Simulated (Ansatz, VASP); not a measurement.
# Ta2W: VASP beside Ansatz

```xyz
3
Lattice="4.7945 0.0000 0.0000 -2.3972 4.1521 0.0000 0.0000 0.0000 2.6339" Properties=species:S:1:pos:R:3 pbc="T T T"
Ta    0.0000    2.7681    1.3170
Ta    2.3972    1.3840    1.3170
W     0.0000    0.0000    0.0000
```

Alike in both runs: functional r2SCAN; k mesh 12 × 12 × 18; occupations gaussian, width 0.1 eV; no spin polarisation.

Ansatz relaxed the structure, and its values are those at the end. VASP's run is a single point on that final structure, the one shown.

```csv
,VASP,Ansatz
version,VASP 6.6.1,Ansatz 0.2.0
potentials or method,"VASP PAW PBE potentials, release 64 (Ta_pv, W_sv), cutoff 520 eV","scalar-relativistic, plane waves, PAW"
valence electrons in the cell,36,40
```

|  | VASP | Ansatz | Ansatz less VASP |
| --- | --- | --- | --- |
| gap on the k mesh at the Fermi level (eV) | none | none | - |
| pressure (GPa) | 0.8 | 0.0 | -0.83 |

VASP's potentials were made for PBE, not for r2SCAN. A gap of «none» marks a metal or a gap that the smearing closes. With one functional, cell and mesh, what is left measures potentials, basis and numerics. VASP's potentials hold 36 valence electrons a cell and Ansatz's 40, so a difference there can come from the potentials and not from the codes.

Spin-orbit coupling is off throughout.
